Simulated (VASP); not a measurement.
# SnMo2 (P4_2/mnm) in VASP: single point with PBE

Aim: the single point of SnMo2 with PBE.

Everything below comes from runs of VASP 6.6.1. Logs are shortened: lines on timing, memory, paths and dates and some standing lists are left out, and cuts for length are marked.

### Step 1. The cell of the first run

It takes space group P4_2/mnm (No. 136, tetragonal). Conventional cell: a = 7.058 Å, b = 7.058 Å, c = 2.742 Å, α = 90.00°, β = 90.00°, γ = 90.00°. Sn (site symmetry mmm) has 6 Mo at 2.62 to 2.74 Å and 2 Sn at 2.74 Å within 3.5 Å. Mo (site symmetry m2m) has 3 Sn at 2.62 to 2.74 Å and 2 Mo at 2.74 Å within 3.5 Å.

### Step 2. Single point, PBE

Contents of INCAR:

```
  PREC = Accurate
  ENCUT = 520
  EDIFF = 1E-7
  ISMEAR = 0
  SIGMA = 0.1
  LREAL = F
  LASPH = T
  NELM = 100
  ALGO = Fast
  ISIF = 2
  LWAVE = F
  LCHARG = T
  GGA = PE
  LELF = T
  LVHAR = T
  NBANDS = 51
```

Contents of KPOINTS:

```
regular mesh
0
Gamma
  6 6 14
```

Contents of POSCAR:

```
SnMo2
1.0
    7.0581359349      0.0000000000      0.0000000000
    0.0000000000      7.0581359349      0.0000000000
    0.0000000000      0.0000000000      2.7416305857
Sn Mo
2 4
Direct
    0.0000000000      0.0000000000      0.0000000000
    0.5000000000      0.5000000000      0.5000000000
    0.2626283509      0.2626283509      0.0000000000
    0.2373716491      0.7626283509      0.5000000000
    0.7373716491      0.7373716491      0.0000000000
    0.7626283509      0.2373716491      0.5000000000
```

Potentials or basis: VASP PAW PBE potentials, release 64 (Sn_d, Mo_sv).

Command:

```console
> cat potpaw_PBE.64/Sn_d/POTCAR potpaw_PBE.64/Mo_sv/POTCAR > POTCAR
> mpirun -np 1 vasp_std > vasp.out
```

OUTCAR:

```text
PREC = Accurate
   ENCUT = 520
   EDIFF = 1E-7
   ISMEAR = 0
   LREAL = F
   LASPH = T
   NELM = 100
   ISIF = 2
   GGA = PE

 ion  position               nearest neighbor table
   1  0.000  0.000  0.000-   3 2.62   5 2.62   4 2.74   6 2.74   4 2.74   6 2.74
   2  0.500  0.500  0.500-   4 2.62   6 2.62   5 2.74   3 2.74   3 2.74   5 2.74
   3  0.263  0.263  0.000-   1 2.62   2 2.74   2 2.74
   4  0.237  0.763  0.500-   2 2.62   1 2.74   1 2.74
   5  0.737  0.737  0.000-   1 2.62   2 2.74   2 2.74
   6  0.763  0.237  0.500-   2 2.62   1 2.74   1 2.74

  LATTYP: Found a simple tetragonal cell.
 ALAT       =     7.0581359349
 C/A-ratio  =     0.3884355035

  Lattice vectors:

 A1 = (   7.0581359349,   0.0000000000,   0.0000000000)
 A2 = (   0.0000000000,   7.0581359349,   0.0000000000)
 A3 = (   0.0000000000,   0.0000000000,   2.7416305857)

Analysis of symmetry for initial positions (statically):
=====================================================================
 Subroutine PRICEL returns:
 Original cell was already a primitive cell.

 Routine SETGRP: Setting up the symmetry group for a
 simple tetragonal supercell.

 Subroutine GETGRP returns: Found 16 space group operations
 (whereof  8 operations were pure point group operations)
 out of a pool of 16 trial point group operations.

The static configuration has the point symmetry D_2h.
 The point group associated with its full space group is D_4h.

Analysis of symmetry for dynamics (positions and initial velocities):
=====================================================================
 Subroutine PRICEL returns:
 Original cell was already a primitive cell.

 Routine SETGRP: Setting up the symmetry group for a
 simple tetragonal supercell.

 Subroutine GETGRP returns: Found 16 space group operations
 (whereof  8 operations were pure point group operations)
 out of a pool of 16 trial point group operations.

The dynamic configuration has the point symmetry D_2h.
 The point group associated with its full space group is D_4h.

 Subroutine INISYM returns: Found 16 space group operations
 (whereof  8 operations are pure point group operations),
 and found     1 'primitive' translations

----------------------------------------------------------------------------------------

                                     Primitive cell

  volume of cell :     136.5806

  direct lattice vectors                    reciprocal lattice vectors
     7.058135935  0.000000000  0.000000000     0.141680468  0.000000000  0.000000000
     0.000000000  7.058135935  0.000000000     0.000000000  0.141680468  0.000000000
     0.000000000  0.000000000  2.741630586     0.000000000  0.000000000  0.364746441

  length of vectors
     7.058135935  7.058135935  2.741630586     0.141680468  0.141680468  0.364746441

  position of ions in fractional coordinates (direct lattice)
     0.000000000  0.000000000  0.000000000
     0.500000000  0.500000000  0.500000000
     0.262628351  0.262628351  0.000000000
     0.237371649  0.762628351  0.500000000
     0.737371649  0.737371649  0.000000000
     0.762628351  0.237371649  0.500000000

  ion indices of the primitive-cell ions
   primitive index   ion index
                 1           1
                 2           2
                 3           3
                 4           4
                 5           5
                 6           6

----------------------------------------------------------------------------------------

 KPOINTS: regular mesh

Automatic generation of k-mesh.
 Grid dimensions read from file:
 generate k-points for:    6    6   14

 Generating k-lattice:

  Cartesian coordinates                     Fractional coordinates (reciprocal lattice)
     0.023613411  0.000000000  0.000000000     0.166666667  0.000000000  0.000000000
     0.000000000  0.023613411  0.000000000     0.000000000  0.166666667  0.000000000
     0.000000000  0.000000000  0.026053317     0.000000000  0.000000000  0.071428571

  Length of vectors
     0.023613411  0.023613411  0.026053317

  Shift w.r.t. Gamma in fractional coordinates (k-lattice)
     0.000000000  0.000000000  0.000000000

 Subroutine IBZKPT returns following result:
 ===========================================

 Found     80 irreducible k-points:

 Following reciprocal coordinates:
            Coordinates               Weight
  0.000000  0.000000  0.000000      1.000000
  0.166667  0.000000  0.000000      4.000000
  0.333333  0.000000  0.000000      4.000000
  0.500000  0.000000  0.000000      2.000000
  0.166667  0.166667  0.000000      4.000000
  0.333333  0.166667  0.000000      8.000000
[... 16 lines left out ...]
  0.333333  0.000000  0.142857      8.000000
  0.500000  0.000000  0.142857      4.000000
 [... further k-points ...]
   k-points           NKPTS =     80   k-points in BZ     NKDIM =     80   number of bands    NBANDS=     51
   number of dos      NEDOS =    301   number of ions     NIONS =      6
   total plane-waves  NPLWV =  58320
   dimension x,y,z NGX =    54 NGY =   54 NGZ =   20
   dimension x,y,z NGXF=   108 NGYF=  108 NGZF=   40
   ions per type =               2   4
   NGX,Y,Z   is equivalent  to a cutoff of  12.72, 12.72, 12.13 a.u.
   NGXF,Y,Z  is equivalent  to a cutoff of  25.44, 25.44, 24.26 a.u.
 SYSTEM =  unknown system
   PREC   = accura    normal or accurate (medium, high low for compatibility)
   ISTART =      0    job   : 0-new  1-cont  2-samecut
   ICHARG =      2    charge: 1-file 2-atom 10-const
   ISPIN  =      1    spin polarized calculation?
   LNONCOLLINEAR =      F non collinear calculations
   LSORBIT =      F    spin-orbit coupling
   LASPH  =      T    aspherical Exc in radial PAW
   ENCUT  =  520.0 eV  38.22 Ry    6.18 a.u.  13.12 13.12  5.10*2*pi/ulx,y,z
   NELM   =    100;   NELMIN=  2; NELMDL= -5     # of ELM steps
   EDIFF  = 0.1E-06   stopping-criterion for ELM
   LREAL  =      F    real-space projection
   EDIFFG = 0.1E-05   stopping-criterion for IOM
   NSW    =      0    number of steps for IOM
   IBRION =     -1    ionic relax: 0-MD 1-quasi-New 2-CG
   NFREE  =      0    steps in history (QN), initial steepest desc. (CG)
   ISIF   =      2    stress and relaxation
   ISYM   =      2    0-nonsym 1-usesym 2-fastsym
   POTIM  = 0.5000    time-step for ionic-motion
   TEBEG  =    0.0;   TEEND  =   0.0 temperature during run
   PSTRESS=    0.0 pullay stress
   NELECT =      84.0000    total number of electrons
   NUPDOWN=      -1.0000    fix difference up-down
   EMIN   =  10.00;   EMAX   =-10.00  energy-range for DOS
   EFERMI =   0.00;   METHOD = LEGACY
   ISMEAR =     0;   SIGMA  =   0.10  broadening in eV -4-tet -1-fermi 0-gaus
   EFERMI_NEDOS =   21; number of points for ismear=-14 and -15
   IALGO  =     68    algorithm
   IMIX   =      4    mixing-type and parameters
     AMIX     =   0.40;   BMIX     =  1.00
     AMIX_MAG =   1.60;   BMIX_MAG =  1.00
  volume/ion in A,a.u.               =      22.76       153.62
  Fermi-wavevector in a.u.,A,eV,Ry     =   1.392211  2.630897 26.371497  1.938250
  Thomas-Fermi vector in A             =   2.515975
   LORBIT       =      0    0 simple, 1 ext, 2 COOP (PROOUT), +10 PAW based schemes
   GGA     = PE    functional components
   LHFCALC =     F    Hartree Fock is set to
   AEXX    =    0.0000 exact exchange contribution
   IVDW    =     0    specifies the selected vdW correction
   LEPSILON=     F    determine dielectric tensor
   LRPA    =     F    only Hartree local field effects (RPA)
 non-spin polarized calculation
 RMM-DIIS sequential band-by-band and
 Gauss-broadening in eV      SIGMA  =   0.10
  energy-cutoff  :      520.00
  volume of cell :      136.58
 maximum number of plane-waves:      3754
 NGX is ok and might be reduce to    54
   NGX = 27   NGY = 27   NGZ = 11

 number of electron      83.9999977 magnetization

 Free energy of the ion-electron system (eV)
  ---------------------------------------------------
  ext. energy  EPLUGINS =         0.00000000
  ---------------------------------------------------
  free energy    TOTEN  =       -41.31570342 eV

  energy without entropy =      -41.27092851  energy(sigma->0) =      -41.29331597

 E-fermi :   8.0499     XC(G=0): -11.0293

 val. band max:        8.0457927948   @ k =   0.3333   0.1667   0.2857
 cond. band min:       8.0564965715   @ k =   0.5000   0.1667   0.2857
 fundamental gap:      0.0107037767
 Fermi energy:         8.0498698862

 k-point     1 :       0.0000    0.0000    0.0000
  band No.  band energies     occupation
      1     -52.9110      2.00000
      2     -52.9078      2.00000
      3     -52.9078      2.00000
      4     -52.9053      2.00000
      5     -27.0626      2.00000
      6     -27.0269      2.00000
[... 43 lines left out ...]
     50       9.9149      0.00000
     51      10.2118      0.00000

 k-point     2 :       0.1667    0.0000    0.0000
  band No.  band energies     occupation
      1     -52.9108      2.00000
      2     -52.9080      2.00000
      3     -52.9076      2.00000
      4     -52.9054      2.00000
      5     -27.0594      2.00000
      6     -27.0285      2.00000
[... 43 lines left out ...]
     50      10.0100      0.00000
     51      10.2060      0.00000

 k-point     3 :       0.3333    0.0000    0.0000
  band No.  band energies     occupation
      1     -52.9102      2.00000
      2     -52.9086      2.00000
      3     -52.9072      2.00000
      4     -52.9059      2.00000
      5     -27.0512      2.00000
      6     -27.0335      2.00000
[... 43 lines left out ...]
     50      10.0571      0.00000
     51      10.5605      0.00000
[... 1027 lines left out ...]
 k-point    23 :       0.3333    0.0000    0.1429
  band No.  band energies     occupation
      1     -52.8902      2.00000
      2     -52.8888      2.00000
      3     -52.8875      2.00000
      4     -52.8864      2.00000
      5     -27.0277      2.00000
      6     -27.0117      2.00000
[... 43 lines left out ...]
     50       9.7690      0.00000
     51       9.8524      0.00000

 k-point    24 :       0.5000    0.0000    0.1429
  band No.  band energies     occupation
      1     -52.8895      2.00000
      2     -52.8895      2.00000
      3     -52.8869      2.00000
      4     -52.8869      2.00000
      5     -27.0190      2.00000
      6     -27.0190      2.00000
[... 43 lines left out ...]
     50       9.6831      0.00000
     51       9.7867      0.00000

 [... further k-points ...]

------------------------ aborting loop because EDIFF is reached ----------------------------------------

  FORCE on cell =-STRESS in cart. coord.  units (eV):
  Direction    XX          YY          ZZ          XY          YZ          ZX
  --------------------------------------------------------------------------------------
  -------------------------------------------------------------------------------------
  Total        0.1018940      0.1018940      0.1493471      0.0000000      0.0000000      0.0000000
  in kB        1.1952812      1.1952812      1.7519364      0.0000000      0.0000000      0.0000000
  external PRESSURE =       1.3808329 kB  Pullay stress =       0.0000000 kB

 VOLUME and BASIS-vectors are now :
 -----------------------------------------------------------------------------
  energy-cutoff  :      520.00
  volume of cell :      136.58
      direct lattice vectors                 reciprocal lattice vectors
     7.058135935  0.000000000  0.000000000     0.141680468  0.000000000  0.000000000
     0.000000000  7.058135935  0.000000000     0.000000000  0.141680468  0.000000000
     0.000000000  0.000000000  2.741630586     0.000000000  0.000000000  0.364746441

 POSITION                                       TOTAL-FORCE (eV/Angst)
 -----------------------------------------------------------------------------------
      0.00000      0.00000      0.00000         0.000000     -0.000000      0.000000
      3.52907      3.52907      1.37082         0.000000     -0.000000      0.000000
      1.85367      1.85367      0.00000        -0.001355     -0.001355      0.000000
      1.67540      5.38273      1.37082         0.001355     -0.001355      0.000000
      5.20447      5.20447      0.00000         0.001355      0.001355     -0.000000
      5.38273      1.67540      1.37082        -0.001355      0.001355      0.000000
 -----------------------------------------------------------------------------------
    total drift:                               -0.000000      0.000000      0.000000

  FREE ENERGIE OF THE ION-ELECTRON SYSTEM (eV)
  ---------------------------------------------------
  free  energy   TOTEN  =       -41.3157034227 eV

  energy  without entropy=      -41.2709285146  energy(sigma->0) =      -41.29331597
```

Wall time 49 min (1 thread of AMD EPYC 7R13, shared host); peak memory 0.51 GiB.

Results:

| Quantity | Value |
| --- | --- |
| Free energy | -41.3157 eV |
| Pressure | 0.1 GPa |
| Band gap on the k mesh | zero (bands 42 and 43 overlap by 0.76 eV) |

Caveat: spin-orbit coupling is left out, which moves the levels of the heavy elements.
